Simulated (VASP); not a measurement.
Write the native input for VASP 6.6.1 that does the following.

| Property | Result |
| --- | --- |
| Task | single point |
| Functional | LDA |
| Potentials or basis | VASP PAW LDA potentials, release 64 (Al, Ga_d, N) |
| Cutoff | 520 eV |
| k mesh | 6 × 6 × 6 |
| Occupations | gaussian, width 0.02 eV |
| Spin | no spin polarisation |
| Dipole correction | no |
| Further INCAR settings | ALGO = Normal; EDIFF = 1e-06; NBANDS = 41 |

The structure of AlGa3N4 lies in POSCAR:

```
AlGa3N4
1.0
    4.4270176746      0.0000000000      0.0000000000
    0.0000000000      4.4270176746      0.0000000000
    0.0000000000      0.0000000000      4.4270176746
Al Ga N
1 3 4
Direct
    0.0000000000      0.0000000000      0.0000000000
    0.5000000000      0.5000000000      0.0000000000
    0.5000000000      0.0000000000      0.5000000000
    0.0000000000      0.5000000000      0.5000000000
    0.7548139556      0.7548139556      0.2451860444
    0.7548139556      0.2451860444      0.7548139556
    0.2451860444      0.7548139556      0.7548139556
    0.2451860444      0.2451860444      0.2451860444
```

One way to write it, as run:

INCAR

```
ALGO = Normal
EDIFF = 1E-6
ENCUT = 520
ISIF = 2
ISMEAR = 0
LASPH = True
LCHARG = True
LELF = True
LREAL = False
LVHAR = True
LWAVE = False
NBANDS = 41
NELM = 80
PREC = Accurate
SIGMA = 0.02
```

KPOINTS

```
k-points
0
Gamma
  6 6 6
```

Potentials or basis: VASP PAW LDA potentials, release 64 (Al, Ga_d, N).

Run with:

```bash
$ cat potpaw_LDA.64/Al/POTCAR potpaw_LDA.64/Ga_d/POTCAR potpaw_LDA.64/N/POTCAR > POTCAR
$ mpirun -np 1 vasp_std > vasp.out
```

Results of the run:

```json
{
  "Pressure": "1.0 GPa",
  "Largest force": "0.030 eV/Å",
  "Band gap on the k mesh": "2.57 eV, direct"
}
```

Run time: 34 s on 1 thread of Intel(R) Xeon(R) 6975P-C (Granite Rapids) (shared host), peak memory 0.2 GiB.
